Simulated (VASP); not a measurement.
# Al4CoRu3 (P4/mmm) in VASP: single point with PBE

Aim: the single point of Al4CoRu3 with PBE.

Program: VASP 6.6.1. These are calculated values, not measurements. Logs are shortened: lines on timing, memory, paths and dates and some standing lists are left out, and cuts for length are marked.

### 1 The cell of the first run

The structure is tetragonal, space group P4/mmm (No. 123). Conventional cell: a = 5.933 Å, b = 5.933 Å, c = 2.980 Å, α = 90.00°, β = 90.00°, γ = 90.00°. Al (site symmetry m2m) has 2 Co at 2.54 Å and 6 Ru at 2.57 to 2.61 Å and 6 Al at 2.91 to 3.02 Å within 3.4 Å. Co (site symmetry 4/mmm) has 8 Al at 2.54 Å and 4 Ru at 2.97 Å and 2 Co at 2.98 Å within 3.4 Å. Ru (site symmetry 4/mmm) has 8 Al at 2.61 Å and 6 Ru at 2.97 to 2.98 Å within 3.4 Å. Ru (site symmetry mmm) has 8 Al at 2.57 Å and 2 Co at 2.97 Å and 4 Ru at 2.97 to 2.98 Å within 3.4 Å.

### 2 Single point, PBE

Contents of POSCAR:

```
Al4CoRu3
1.0
    5.9327928902      0.0000000000      0.0000000000
    0.0000000000      5.9327928902      0.0000000000
    0.0000000000      0.0000000000      2.9801370532
Al Co Ru
4 1 3
Direct
    0.7451272479      0.7451272479      0.0000000000
    0.7451272479      0.2548727521      0.0000000000
    0.2548727521      0.7451272479      0.0000000000
    0.2548727521      0.2548727521      0.0000000000
    0.5000000000      0.5000000000      0.5000000000
    0.0000000000      0.0000000000      0.5000000000
    0.0000000000      0.5000000000      0.5000000000
    0.5000000000      0.0000000000      0.5000000000
```

Contents of INCAR.step1:

```
SYSTEM = Al4CoRu3
PREC = Accurate ; ENCUT = 520
EDIFF = 1E-6 ; ISMEAR = 0
SIGMA = 0.1 ; LREAL = .False.
LASPH = .True. ; NELM = 60
ALGO = Fast ; ISIF = 2
LWAVE = .False. ; LCHARG = .True.
LMAXMIX = 4 ; GGA = PE
NBANDS = 42
```

Contents of KPOINTS.step1:

```
Automatic mesh
0
Gamma
  6 6 12
  0 0 0
```

Contents of INCAR.step2:

```
SYSTEM = Al4CoRu3
PREC = Accurate ; ENCUT = 520
EDIFF = 1E-6 ; ISMEAR = -5
SIGMA = 0.1 ; LREAL = .False.
LASPH = .True. ; NELM = 60
ALGO = Fast ; ISIF = 2
LWAVE = .False. ; LCHARG = .False.
LMAXMIX = 4 ; GGA = PE
LORBIT = 11 ; NBANDS = 42
NEDOS = 2001 ; ICHARG = 11
```

Contents of KPOINTS.step2:

```
Automatic mesh
0
Gamma
  9 9 18
  0 0 0
```

Potentials or basis: VASP PAW PBE potentials, release 64 (Al, Co, Ru_pv).

Launch:

```
$ cat potpaw_PBE.64/Al/POTCAR potpaw_PBE.64/Co/POTCAR potpaw_PBE.64/Ru_pv/POTCAR > POTCAR
$ cp INCAR.step1 INCAR
$ cp KPOINTS.step1 KPOINTS
$ mpirun -np 1 vasp_std > vasp.out
$ cp INCAR.step2 INCAR
$ cp KPOINTS.step2 KPOINTS
$ mpirun -np 1 vasp_std > vasp.out
```

OUTCAR:

```text
SYSTEM = Al4CoRu3
   PREC = Accurate
   ENCUT = 520
   EDIFF = 1E-6
   ISMEAR = -5
   LREAL = .False.
   LASPH = .True.
   NELM = 60
   ISIF = 2
   GGA = PE
   LORBIT = 11
   ICHARG = 11

 ion  position               nearest neighbor table
   1  0.745  0.745  0.000-   5 2.54   5 2.54   8 2.57   7 2.57   7 2.57   8 2.57   6 2.61   6 2.61
                             2 2.91   3 2.91   3 3.02   2 3.02
   2  0.745  0.255  0.000-   5 2.54   5 2.54   8 2.57   7 2.57   7 2.57   8 2.57   6 2.61   6 2.61
                             1 2.91   4 2.91   4 3.02   1 3.02
   3  0.255  0.745  0.000-   5 2.54   5 2.54   8 2.57   7 2.57   7 2.57   8 2.57   6 2.61   6 2.61
                             1 2.91   4 2.91   4 3.02   1 3.02
   4  0.255  0.255  0.000-   5 2.54   5 2.54   8 2.57   7 2.57   7 2.57   8 2.57   6 2.61   6 2.61
                             2 2.91   3 2.91   3 3.02   2 3.02
   5  0.500  0.500  0.500-   1 2.54   2 2.54   3 2.54   4 2.54   1 2.54   2 2.54   3 2.54   4 2.54
                             7 2.97   8 2.97   8 2.97   7 2.97
   6  0.000  0.000  0.500-   1 2.61   2 2.61   3 2.61   4 2.61   1 2.61   2 2.61   3 2.61   4 2.61
                             7 2.97   8 2.97   7 2.97   8 2.97
   7  0.000  0.500  0.500-   1 2.57   2 2.57   3 2.57   4 2.57   1 2.57   2 2.57   3 2.57   4 2.57
                             5 2.97   6 2.97   6 2.97   5 2.97
   8  0.500  0.000  0.500-   1 2.57   2 2.57   3 2.57   4 2.57   1 2.57   2 2.57   3 2.57   4 2.57
                             5 2.97   6 2.97   5 2.97   6 2.97

  LATTYP: Found a simple tetragonal cell.
 ALAT       =     5.9327928902
 C/A-ratio  =     0.5023160438

  Lattice vectors:

 A1 = (   5.9327928902,   0.0000000000,   0.0000000000)
 A2 = (   0.0000000000,   5.9327928902,   0.0000000000)
 A3 = (   0.0000000000,   0.0000000000,   2.9801370532)

Analysis of symmetry for initial positions (statically):
=====================================================================
 Subroutine PRICEL returns:
 Original cell was already a primitive cell.

 Routine SETGRP: Setting up the symmetry group for a
 simple tetragonal supercell.

 Subroutine GETGRP returns: Found 16 space group operations
 (whereof 16 operations were pure point group operations)
 out of a pool of 16 trial point group operations.

The static configuration has the point symmetry D_4h.

Analysis of symmetry for dynamics (positions and initial velocities):
=====================================================================
 Subroutine PRICEL returns:
 Original cell was already a primitive cell.

 Routine SETGRP: Setting up the symmetry group for a
 simple tetragonal supercell.

 Subroutine GETGRP returns: Found 16 space group operations
 (whereof 16 operations were pure point group operations)
 out of a pool of 16 trial point group operations.

The dynamic configuration has the point symmetry D_4h.

 Subroutine INISYM returns: Found 16 space group operations
 (whereof 16 operations are pure point group operations),
 and found     1 'primitive' translations

----------------------------------------------------------------------------------------

                                     Primitive cell

  volume of cell :     104.8950

  direct lattice vectors                    reciprocal lattice vectors
     5.932792890  0.000000000  0.000000000     0.168554679  0.000000000  0.000000000
     0.000000000  5.932792890  0.000000000     0.000000000  0.168554679  0.000000000
     0.000000000  0.000000000  2.980137053     0.000000000  0.000000000  0.335555037

  length of vectors
     5.932792890  5.932792890  2.980137053     0.168554679  0.168554679  0.335555037

  position of ions in fractional coordinates (direct lattice)
     0.745127248  0.745127248  0.000000000
     0.745127248  0.254872752  0.000000000
     0.254872752  0.745127248  0.000000000
     0.254872752  0.254872752  0.000000000
     0.500000000  0.500000000  0.500000000
     0.000000000  0.000000000  0.500000000
     0.000000000  0.500000000  0.500000000
     0.500000000  0.000000000  0.500000000

  ion indices of the primitive-cell ions
   primitive index   ion index
                 1           1
                 2           2
                 3           3
                 4           4
                 5           5
                 6           6
                 7           7
                 8           8

----------------------------------------------------------------------------------------

 KPOINTS: Automatic mesh

Automatic generation of k-mesh.
 Grid dimensions read from file:
 generate k-points for:    9    9   18

 Generating k-lattice:

  Cartesian coordinates                     Fractional coordinates (reciprocal lattice)
     0.018728298  0.000000000  0.000000000     0.111111111  0.000000000  0.000000000
     0.000000000  0.018728298  0.000000000     0.000000000  0.111111111  0.000000000
     0.000000000  0.000000000  0.018641947     0.000000000  0.000000000  0.055555556

  Length of vectors
     0.018728298  0.018728298  0.018641947

  Shift w.r.t. Gamma in fractional coordinates (k-lattice)
     0.000000000  0.000000000  0.000000000

 TETIRR: Found   2169 inequivalent tetrahedra from     8748

 Subroutine IBZKPT returns following result:
 ===========================================

 Found    150 irreducible k-points:

 Following reciprocal coordinates:
            Coordinates               Weight
  0.000000  0.000000  0.000000      1.000000
  0.111111  0.000000  0.000000      4.000000
  0.222222  0.000000  0.000000      4.000000
  0.333333  0.000000  0.000000      4.000000
  0.444444  0.000000  0.000000      4.000000
  0.111111  0.111111  0.000000      4.000000
[... 16 lines left out ...]
  0.333333  0.111111  0.055556     16.000000
  0.444444  0.111111  0.055556     16.000000
 [... further k-points ...]
   k-points           NKPTS =    150   k-points in BZ     NKDIM =    150   number of bands    NBANDS=     42
   number of dos      NEDOS =   2001   number of ions     NIONS =      8
   total plane-waves  NPLWV =  55296
   dimension x,y,z NGX =    48 NGY =   48 NGZ =   24
   dimension x,y,z NGXF=    96 NGYF=   96 NGZF=   48
   ions per type =               4   1   3
   NGX,Y,Z   is equivalent  to a cutoff of  13.45, 13.45, 13.39 a.u.
   NGXF,Y,Z  is equivalent  to a cutoff of  26.90, 26.90, 26.78 a.u.
 SYSTEM =  Al4CoRu3
   PREC   = accura    normal or accurate (medium, high low for compatibility)
   ISTART =      0    job   : 0-new  1-cont  2-samecut
   ICHARG =     11    charge: 1-file 2-atom 10-const
   ISPIN  =      1    spin polarized calculation?
   LNONCOLLINEAR =      F non collinear calculations
   LSORBIT =      F    spin-orbit coupling
   LASPH  =      T    aspherical Exc in radial PAW
   ENCUT  =  520.0 eV  38.22 Ry    6.18 a.u.  11.03 11.03  5.54*2*pi/ulx,y,z
   NELM   =     60;   NELMIN=  2; NELMDL=  0     # of ELM steps
   EDIFF  = 0.1E-05   stopping-criterion for ELM
   LREAL  =      F    real-space projection
   EDIFFG = 0.1E-04   stopping-criterion for IOM
   NSW    =      0    number of steps for IOM
   IBRION =     -1    ionic relax: 0-MD 1-quasi-New 2-CG
   NFREE  =      0    steps in history (QN), initial steepest desc. (CG)
   ISIF   =      2    stress and relaxation
   ISYM   =      2    0-nonsym 1-usesym 2-fastsym
   POTIM  = 0.5000    time-step for ionic-motion
   TEBEG  =    0.0;   TEEND  =   0.0 temperature during run
   PSTRESS=    0.0 pullay stress
   NELECT =      63.0000    total number of electrons
   NUPDOWN=      -1.0000    fix difference up-down
   EMIN   =  10.00;   EMAX   =-10.00  energy-range for DOS
   EFERMI =   0.00;   METHOD = LEGACY
   ISMEAR =    -5;   SIGMA  =   0.10  broadening in eV -4-tet -1-fermi 0-gaus
   EFERMI_NEDOS =   21; number of points for ismear=-14 and -15
   IALGO  =     68    algorithm
   IMIX   =      4    mixing-type and parameters
     AMIX     =   0.40;   BMIX     =  1.00
     AMIX_MAG =   1.60;   BMIX_MAG =  1.00
  volume/ion in A,a.u.               =      13.11        88.48
  Fermi-wavevector in a.u.,A,eV,Ry     =   1.381243  2.610171 25.957640  1.907833
  Thomas-Fermi vector in A             =   2.506046
   LORBIT       =     11    0 simple, 1 ext, 2 COOP (PROOUT), +10 PAW based schemes
   GGA     = PE    functional components
   LHFCALC =     F    Hartree Fock is set to
   AEXX    =    0.0000 exact exchange contribution
   IVDW    =     0    specifies the selected vdW correction
   LEPSILON=     F    determine dielectric tensor
   LRPA    =     F    only Hartree local field effects (RPA)
 non-spin polarized calculation
 RMM-DIIS sequential band-by-band and
 Fermi weights with tetrahedron method with Bloechl corrections
  energy-cutoff  :      520.00
  volume of cell :      104.89
 maximum number of plane-waves:      2851
 NGX is ok and might be reduce to    48

 number of electron      62.9999982 magnetization

 Free energy of the ion-electron system (eV)
  ---------------------------------------------------
  ext. energy  EPLUGINS =         0.00000000
  ---------------------------------------------------
  free energy    TOTEN  =       -54.76753969 eV

  energy without entropy =      -54.76753969  energy(sigma->0) =      -54.76753969

 E-fermi :  10.4296     XC(G=0): -12.4261

 val. band max:       10.4571841096   @ k =   0.4444   0.1111   0.2778
 cond. band min:      10.3794548476   @ k =   0.3333   0.1111   0.3333
 fundamental gap:     -0.0777292620
 Fermi energy:        10.4295643136

 k-point     1 :       0.0000    0.0000    0.0000
  band No.  band energies     occupation
      1     -31.5481      2.00000
      2     -31.5481      2.00000
      3     -31.4343      2.00000
      4     -31.4343      2.00000
      5     -31.3416      2.00000
      6     -31.3216      2.00000
[... 34 lines left out ...]
     41      16.4904      0.00000
     42      18.1271      0.00000

 k-point     2 :       0.1111    0.0000    0.0000
  band No.  band energies     occupation
      1     -31.5480      2.00000
      2     -31.5416      2.00000
      3     -31.4344      2.00000
      4     -31.4344      2.00000
      5     -31.3413      2.00000
      6     -31.3283      2.00000
[... 34 lines left out ...]
     41      16.6275      0.00000
     42      18.1825      0.00000

 k-point     3 :       0.2222    0.0000    0.0000
  band No.  band energies     occupation
      1     -31.5477      2.00000
      2     -31.5229      2.00000
      3     -31.4346      2.00000
      4     -31.4345      2.00000
      5     -31.3474      2.00000
      6     -31.3402      2.00000
[... 34 lines left out ...]
     41      16.9827      0.00000
     42      18.1671      0.00000

 k-point     4 :       0.3333    0.0000    0.0000
  band No.  band energies     occupation
      1     -31.5474      2.00000
      2     -31.4945      2.00000
      3     -31.4351      2.00000
      4     -31.4346      2.00000
      5     -31.3758      2.00000
      6     -31.3390      2.00000
[... 844 lines left out ...]
     41      16.7929      0.00000
     42      18.2711      0.00000

 k-point    23 :       0.3333    0.1111    0.0556
  band No.  band energies     occupation
      1     -31.5401      2.00000
      2     -31.4937      2.00000
      3     -31.4350      2.00000
      4     -31.4333      2.00000
      5     -31.3754      2.00000
      6     -31.3450      2.00000
[... 34 lines left out ...]
     41      17.2245      0.00000
     42      18.0263      0.00000

 k-point    24 :       0.4444    0.1111    0.0556
  band No.  band energies     occupation
      1     -31.5399      2.00000
      2     -31.4613      2.00000
      3     -31.4371      2.00000
      4     -31.4338      2.00000
      5     -31.4057      2.00000
      6     -31.3440      2.00000
[... 34 lines left out ...]
     41      17.6445      0.00000
     42      18.0677      0.00000

 [... further k-points ...]

------------------------ aborting loop because EDIFF is reached ----------------------------------------

  FORCE on cell =-STRESS in cart. coord.  units (eV):
  Direction    XX          YY          ZZ          XY          YZ          ZX
  --------------------------------------------------------------------------------------
  -------------------------------------------------------------------------------------
  Total        0.1256905      0.1256905      0.2071882      0.0000000      0.0000000     -0.0000000
  in kB        1.9198103      1.9198103      3.1646165      0.0000000      0.0000000     -0.0000000
  external PRESSURE =       2.3347457 kB  Pullay stress =       0.0000000 kB

 VOLUME and BASIS-vectors are now :
 -----------------------------------------------------------------------------
  energy-cutoff  :      520.00
  volume of cell :      104.89
      direct lattice vectors                 reciprocal lattice vectors
     5.932792890  0.000000000  0.000000000     0.168554679  0.000000000  0.000000000
     0.000000000  5.932792890  0.000000000     0.000000000  0.168554679  0.000000000
     0.000000000  0.000000000  2.980137053     0.000000000  0.000000000  0.335555037

 POSITION                                       TOTAL-FORCE (eV/Angst)
 -----------------------------------------------------------------------------------
      4.42069      4.42069      0.00000        -0.006605     -0.006605     -0.000000
      4.42069      1.51211      0.00000        -0.006605      0.006605     -0.000000
      1.51211      4.42069      0.00000         0.006605     -0.006605      0.000000
      1.51211      1.51211      0.00000         0.006605      0.006605      0.000000
      2.96640      2.96640      1.49007         0.000000     -0.000000      0.000000
      0.00000      0.00000      1.49007         0.000000     -0.000000      0.000000
      0.00000      2.96640      1.49007         0.000000     -0.000000      0.000000
      2.96640      0.00000      1.49007         0.000000     -0.000000      0.000000
 -----------------------------------------------------------------------------------
    total drift:                                0.000000      0.000000     -0.000000

  FREE ENERGIE OF THE ION-ELECTRON SYSTEM (eV)
  ---------------------------------------------------
  free  energy   TOTEN  =       -54.7675396885 eV

  energy  without entropy=      -54.7675396885  energy(sigma->0) =      -54.76753969

 total charge

# of ion       s       p       d       tot
------------------------------------------
    1        0.391   0.414   0.000   0.805
    2        0.391   0.414   0.000   0.805
    3        0.391   0.414   0.000   0.805
    4        0.391   0.414   0.000   0.805
    5        0.409   0.444   7.451   8.304
    6        0.334   6.238   6.199  12.772
    7        0.338   6.247   6.238  12.822
    8        0.338   6.247   6.238  12.822
--------------------------------------------------
tot          2.983  20.832  26.127  49.942
```

It took 5.7 min on 1 thread of Intel Xeon 6975P-C (Granite Rapids), shared host; peak memory 0.63 GiB.

Results:

```yaml
Valence_electrons_inside_the_program's_atomic_spheres: Al 0.81; Co 8.30; Ru 12.77, 12.82 (each value once)
```

Caveat: the run has no spin polarisation, though such a crystal can be magnetic; tetrahedron occupations give inexact forces and stress in metals. Spin polarisation is off, so any magnetic state and its effect on volume and gap are missing.
